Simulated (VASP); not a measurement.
# CsTaB (Immm) in VASP: a series of runs

CsTaB is run at these levels: PBE; tasks: single point, relaxation of cell and atoms.

All numbers are computed with VASP 6.6.1; they aren't measurements. Logs are shortened: lines on timing, memory, paths and dates and some standing lists are left out, and cuts for length are marked.

**1. The cell of the first run**

Symmetry: Immm, No. 71, orthorhombic system. Conventional cell: a = 4.143 Å, b = 7.284 Å, c = 7.683 Å, α = 90.00°, β = 90.00°, γ = 90.00°. Within 4.8 Å of Cs (site symmetry mmm) lie 6 B at 3.64 to 4.36 Å and 6 Ta at 3.84 to 4.19 Å and 2 Cs at 4.14 Å. Ta (site symmetry mmm) has 2 B at 2.07 Å within 2.7 Å. B (site symmetry mmm) has 2 Ta at 2.07 Å within 2.7 Å.

The cell was generated, and may not be a known phase.

**2. Single point, PBE**

The input, INCAR:

```
SYSTEM = CsTaB
ALGO = Fast
EDIFF = 1E-6
ENCUT = 520
GGA = PE
ISIF = 2
ISMEAR = 0
LASPH = .True.
LCHARG = .False.
LREAL = .False.
LWAVE = .False.
NBANDS = 18
NELM = 100
PREC = Accurate
SIGMA = 0.1
```

The input, KPOINTS:

```
k-points
0
Gamma
  6 6 6
  0 0 0
```

The input, POSCAR:

```
CsTaB
1.0
   -2.0716092528      3.6420280857      3.8413812312
    2.0716092528     -3.6420280857      3.8413812312
    2.0716092528      3.6420280857     -3.8413812312
Cs Ta B
1 1 1
Direct
    0.0000000000      0.5000000000      0.5000000000
    0.5000000000      0.0000000000      0.5000000000
    0.5000000000      0.5000000000      0.0000000000
```

Potentials or basis: VASP PAW PBE potentials, release 64 (Cs_sv, Ta_pv, B).

Launch:

```bash
$ cat potpaw_PBE.64/Cs_sv/POTCAR potpaw_PBE.64/Ta_pv/POTCAR potpaw_PBE.64/B/POTCAR > POTCAR
$ mpirun -np 1 vasp_std > vasp.out
```

OUTCAR:

```text
SYSTEM = CsTaB
   EDIFF = 1E-6
   ENCUT = 520
   GGA = PE
   ISIF = 2
   ISMEAR = 0
   LASPH = .True.
   LREAL = .False.
   NELM = 100
   PREC = Accurate

 ion  position               nearest neighbor table
   1  0.000  0.500  0.500-
   2  0.500  0.000  0.500-   3 2.07   3 2.07
   3  0.500  0.500  0.000-   2 2.07   2 2.07

  LATTYP: Found a body centered orthorhombic cell.
 ALAT       =     4.1432185056
 B/A-ratio  =     1.7580671069
 C/A-ratio  =     1.8542981627

  Lattice vectors:

 A1 = (  -2.0716092528,   3.6420280857,   3.8413812312)
 A2 = (   2.0716092528,  -3.6420280857,   3.8413812312)
 A3 = (   2.0716092528,   3.6420280857,  -3.8413812312)

Analysis of symmetry for initial positions (statically):
=====================================================================
 Subroutine PRICEL returns:
 Original cell was already a primitive cell.

 Routine SETGRP: Setting up the symmetry group for a
 body centered orthorhombic supercell.

 Subroutine GETGRP returns: Found  8 space group operations
 (whereof  8 operations were pure point group operations)
 out of a pool of  8 trial point group operations.

The static configuration has the point symmetry D_2h.

Analysis of symmetry for dynamics (positions and initial velocities):
=====================================================================
 Subroutine PRICEL returns:
 Original cell was already a primitive cell.

 Routine SETGRP: Setting up the symmetry group for a
 body centered orthorhombic supercell.

 Subroutine GETGRP returns: Found  8 space group operations
 (whereof  8 operations were pure point group operations)
 out of a pool of  8 trial point group operations.

The dynamic configuration has the point symmetry D_2h.

 Subroutine INISYM returns: Found  8 space group operations
 (whereof  8 operations are pure point group operations),
 and found     1 'primitive' translations

----------------------------------------------------------------------------------------

                                     Primitive cell

  volume of cell :     115.9307

  direct lattice vectors                    reciprocal lattice vectors
    -2.071609253  3.642028086  3.841381231     0.000000000  0.137286146  0.130161515
     2.071609253 -3.642028086  3.841381231     0.241358258  0.000000000  0.130161515
     2.071609253  3.642028086 -3.841381231     0.241358258  0.137286146  0.000000000

  length of vectors
     5.684377120  5.684377120  5.684377120     0.189181146  0.274218578  0.277671199

  position of ions in fractional coordinates (direct lattice)
     0.000000000  0.500000000  0.500000000
     0.500000000  0.000000000  0.500000000
     0.500000000  0.500000000  0.000000000

  ion indices of the primitive-cell ions
   primitive index   ion index
                 1           1
                 2           2
                 3           3

----------------------------------------------------------------------------------------

 KPOINTS: k-points

Automatic generation of k-mesh.
 Grid dimensions read from file:
 generate k-points for:    6    6    6

 Generating k-lattice:

  Cartesian coordinates                     Fractional coordinates (reciprocal lattice)
     0.000000000  0.022881024  0.021693586     0.166666667  0.000000000  0.000000000
     0.040226376  0.000000000  0.021693586     0.000000000  0.166666667  0.000000000
     0.040226376  0.022881024  0.000000000     0.000000000  0.000000000  0.166666667

  Length of vectors
     0.031530191  0.045703096  0.046278533

  Shift w.r.t. Gamma in fractional coordinates (k-lattice)
     0.000000000  0.000000000  0.000000000

 Subroutine IBZKPT returns following result:
 ===========================================

 Found     46 irreducible k-points:

 Following reciprocal coordinates:
            Coordinates               Weight
  0.000000  0.000000  0.000000      1.000000
  0.166667  0.000000  0.000000      4.000000
  0.333333 -0.000000  0.000000      4.000000
  0.500000 -0.000000  0.000000      2.000000
  0.000000  0.166667  0.000000      4.000000
  0.166667  0.166667  0.000000      8.000000
[... 16 lines left out ...]
 -0.166667  0.166667  0.166667      2.000000
  0.166667  0.333333  0.166667      4.000000
 [... further k-points ...]
   k-points           NKPTS =     46   k-points in BZ     NKDIM =     46   number of bands    NBANDS=     18
   number of dos      NEDOS =    301   number of ions     NIONS =      3
   total plane-waves  NPLWV =  74088
   dimension x,y,z NGX =    42 NGY =   42 NGZ =   42
   dimension x,y,z NGXF=    84 NGYF=   84 NGZF=   84
   ions per type =               1   1   1
   NGX,Y,Z   is equivalent  to a cutoff of  12.28, 12.28, 12.28 a.u.
   NGXF,Y,Z  is equivalent  to a cutoff of  24.57, 24.57, 24.57 a.u.
 SYSTEM =  CsTaB
   PREC   = accura    normal or accurate (medium, high low for compatibility)
   ISTART =      0    job   : 0-new  1-cont  2-samecut
   ICHARG =      2    charge: 1-file 2-atom 10-const
   ISPIN  =      1    spin polarized calculation?
   LNONCOLLINEAR =      F non collinear calculations
   LSORBIT =      F    spin-orbit coupling
   LASPH  =      T    aspherical Exc in radial PAW
   ENCUT  =  520.0 eV  38.22 Ry    6.18 a.u.  10.57 10.57 10.57*2*pi/ulx,y,z
   NELM   =    100;   NELMIN=  2; NELMDL= -5     # of ELM steps
   EDIFF  = 0.1E-05   stopping-criterion for ELM
   LREAL  =      F    real-space projection
   EDIFFG = 0.1E-04   stopping-criterion for IOM
   NSW    =      0    number of steps for IOM
   IBRION =     -1    ionic relax: 0-MD 1-quasi-New 2-CG
   NFREE  =      0    steps in history (QN), initial steepest desc. (CG)
   ISIF   =      2    stress and relaxation
   ISYM   =      2    0-nonsym 1-usesym 2-fastsym
   POTIM  = 0.5000    time-step for ionic-motion
   TEBEG  =    0.0;   TEEND  =   0.0 temperature during run
   PSTRESS=    0.0 pullay stress
   NELECT =      23.0000    total number of electrons
   NUPDOWN=      -1.0000    fix difference up-down
   EMIN   =  10.00;   EMAX   =-10.00  energy-range for DOS
   EFERMI =   0.00;   METHOD = LEGACY
   ISMEAR =     0;   SIGMA  =   0.10  broadening in eV -4-tet -1-fermi 0-gaus
   EFERMI_NEDOS =   21; number of points for ismear=-14 and -15
   IALGO  =     68    algorithm
   IMIX   =      4    mixing-type and parameters
     AMIX     =   0.40;   BMIX     =  1.00
     AMIX_MAG =   1.60;   BMIX_MAG =  1.00
  volume/ion in A,a.u.               =      38.64       260.78
  Fermi-wavevector in a.u.,A,eV,Ry     =   0.954812  1.804333 12.403972  0.911666
  Thomas-Fermi vector in A             =   2.083593
   LORBIT       =      0    0 simple, 1 ext, 2 COOP (PROOUT), +10 PAW based schemes
   GGA     = PE    functional components
   LHFCALC =     F    Hartree Fock is set to
   AEXX    =    0.0000 exact exchange contribution
   IVDW    =     0    specifies the selected vdW correction
   LEPSILON=     F    determine dielectric tensor
   LRPA    =     F    only Hartree local field effects (RPA)
 non-spin polarized calculation
 RMM-DIIS sequential band-by-band and
 Gauss-broadening in eV      SIGMA  =   0.10
  energy-cutoff  :      520.00
  volume of cell :      115.93
 maximum number of plane-waves:      3149
   NGX = 21   NGY = 21   NGZ = 21

 number of electron      22.9999998 magnetization

 Free energy of the ion-electron system (eV)
  ---------------------------------------------------
  ext. energy  EPLUGINS =         0.00000000
  ---------------------------------------------------
  free energy    TOTEN  =       -13.35425045 eV

  energy without entropy =      -13.33971801  energy(sigma->0) =      -13.34698423

 E-fermi :   0.8884     XC(G=0):  -7.8051

 val. band max:        0.8829101943   @ k =  -0.1667   0.1667   0.1667
 cond. band min:       0.8886739177   @ k =   0.5000  -0.1667   0.1667
 fundamental gap:      0.0057637234
 Fermi energy:         0.8884215653

 k-point     1 :       0.0000    0.0000    0.0000
  band No.  band energies     occupation
      1     -34.4040      2.00000
      2     -34.3616      2.00000
      3     -33.6181      2.00000
      4     -21.1507      2.00000
      5      -8.0056      2.00000
      6      -7.9095      2.00000
[... 10 lines left out ...]
     17       4.1161      0.00000
     18       5.1270      0.00000

 k-point     2 :       0.1667    0.0000    0.0000
  band No.  band energies     occupation
      1     -34.4041      2.00000
      2     -34.3616      2.00000
      3     -33.6181      2.00000
      4     -21.1498      2.00000
      5      -8.0412      2.00000
      6      -7.9372      2.00000
[... 10 lines left out ...]
     17       3.9486      0.00000
     18       5.1384      0.00000

 k-point     3 :       0.3333   -0.0000    0.0000
  band No.  band energies     occupation
      1     -34.4041      2.00000
      2     -34.3616      2.00000
      3     -33.6181      2.00000
      4     -21.1480      2.00000
      5      -8.1360      2.00000
      6      -7.9574      2.00000
[... 10 lines left out ...]
     17       3.7019      0.00000
     18       5.1968      0.00000

 k-point     4 :       0.5000   -0.0000    0.0000
  band No.  band energies     occupation
      1     -34.4041      2.00000
      2     -34.3617      2.00000
      3     -33.6181      2.00000
      4     -21.1471      2.00000
      5      -8.1841      2.00000
      6      -7.9621      2.00000
[... 10 lines left out ...]
     17       3.6018      0.00000
     18       5.1821      0.00000

 k-point     5 :       0.0000    0.1667    0.0000
  band No.  band energies     occupation
      1     -34.4036      2.00000
      2     -34.3611      2.00000
      3     -33.6180      2.00000
      4     -21.1334      2.00000
      5      -8.0051      2.00000
      6      -7.9101      2.00000
[... 10 lines left out ...]
     17       4.8310      0.00000
     18       5.1821      0.00000

 k-point     6 :       0.1667    0.1667    0.0000
  band No.  band energies     occupation
      1     -34.4036      2.00000
      2     -34.3612      2.00000
      3     -33.6180      2.00000
      4     -21.1320      2.00000
      5      -8.0609      2.00000
      6      -7.9192      2.00000
[... 10 lines left out ...]
     17       4.6914      0.00000
     18       5.4030      0.00000

 k-point     7 :       0.3333    0.1667    0.0000
  band No.  band energies     occupation
      1     -34.4036      2.00000
      2     -34.3612      2.00000
      3     -33.6180      2.00000
      4     -21.1308      2.00000
      5      -8.1175      2.00000
      6      -7.9344      2.00000
[... 10 lines left out ...]
     17       4.4516      0.00000
     18       5.6794      0.00000

 k-point     8 :       0.5000    0.1667    0.0000
  band No.  band energies     occupation
      1     -34.4036      2.00000
      2     -34.3612      2.00000
      3     -33.6180      2.00000
      4     -21.1308      2.00000
      5      -8.1128      2.00000
      6      -7.9461      2.00000
[... 10 lines left out ...]
     17       4.3458      0.00000
     18       5.7756      0.00000
[... 229 lines left out ...]
     17       4.9633      0.00000
     18       6.2494      0.00000

 k-point    20 :       0.5000    0.5000   -0.0000
  band No.  band energies     occupation
      1     -34.4022      2.00000
      2     -34.3598      2.00000
      3     -33.6177      2.00000
      4     -21.0812      2.00000
      5      -8.4873      2.00000
      6      -7.9436      2.00000
[... 10 lines left out ...]
     17       4.7984      0.00000
     18       6.0790      0.00000

 k-point    21 :       0.1667    0.1667    0.1667
  band No.  band energies     occupation
      1     -34.4027      2.00000
      2     -34.3602      2.00000
      3     -33.6178      2.00000
      4     -21.0980      2.00000
      5      -8.3085      2.00000
      6      -8.0029      2.00000
[... 10 lines left out ...]
     17       4.9032      0.00000
     18       5.9191      0.00000

 k-point    22 :       0.3333    0.1667    0.1667
  band No.  band energies     occupation
      1     -34.4027      2.00000
      2     -34.3602      2.00000
      3     -33.6178      2.00000
      4     -21.0975      2.00000
      5      -8.3054      2.00000
      6      -8.0261      2.00000
[... 10 lines left out ...]
     17       4.8478      0.00000
     18       5.8312      0.00000

 k-point    23 :      -0.1667    0.1667    0.1667
  band No.  band energies     occupation
      1     -34.4027      2.00000
      2     -34.3602      2.00000
      3     -33.6178      2.00000
      4     -21.0994      2.00000
      5      -8.3114      2.00000
      6      -7.9470      2.00000
[... 10 lines left out ...]
     17       5.1586      0.00000
     18       5.4042      0.00000

 k-point    24 :       0.1667    0.3333    0.1667
  band No.  band energies     occupation
      1     -34.4023      2.00000
      2     -34.3598      2.00000
      3     -33.6177      2.00000
      4     -21.0807      2.00000
      5      -8.4884      2.00000
      6      -7.9753      2.00000
[... 10 lines left out ...]
     17       4.5657      0.00000
     18       6.1590      0.00000

 [... further k-points ...]
[... 5 lines left out ...]
  --------------------------------------------------------------------------------------
  -------------------------------------------------------------------------------------
  Total        0.0089772     -0.0501412     -0.0385048      0.0000000      0.0000000      0.0000000
  in kB        0.1240655     -0.6929577     -0.5321415      0.0000000      0.0000000      0.0000000
  external PRESSURE =      -0.3670112 kB  Pullay stress =       0.0000000 kB

 VOLUME and BASIS-vectors are now :
 -----------------------------------------------------------------------------
  energy-cutoff  :      520.00
  volume of cell :      115.93
      direct lattice vectors                 reciprocal lattice vectors
    -2.071609253  3.642028086  3.841381231     0.000000000  0.137286146  0.130161515
     2.071609253 -3.642028086  3.841381231     0.241358258  0.000000000  0.130161515
     2.071609253  3.642028086 -3.841381231     0.241358258  0.137286146  0.000000000

 POSITION                                       TOTAL-FORCE (eV/Angst)
 -----------------------------------------------------------------------------------
      2.07161      0.00000      0.00000        -0.000000     -0.000000      0.000000
      0.00000      3.64203      0.00000         0.000000     -0.000000      0.000000
      0.00000      0.00000      3.84138         0.000000      0.000000     -0.000000
 -----------------------------------------------------------------------------------
    total drift:                                0.000000      0.000000     -0.000000

  FREE ENERGIE OF THE ION-ELECTRON SYSTEM (eV)
  ---------------------------------------------------
  free  energy   TOTEN  =       -13.3542504519 eV

  energy  without entropy=      -13.3397180137  energy(sigma->0) =      -13.34698423
```

Run time: 4.1 min. Hardware: 1 thread of Intel Xeon 8259CL, shared host; peak memory 0.32 GiB.

What came out:

```yaml
Free_energy: -13.3543 eV
Pressure: 0.0 GPa
Band_gap_on_the_k_mesh: zero (an odd number of electrons rules out a gap without spin polarisation)
```

Caveat: spin-orbit coupling is left out, which moves the levels of the heavy elements.

(Continued in part 2 of 2.)

The gap in the log of VASP goes by the Fermi energy; the results here count the filled bands.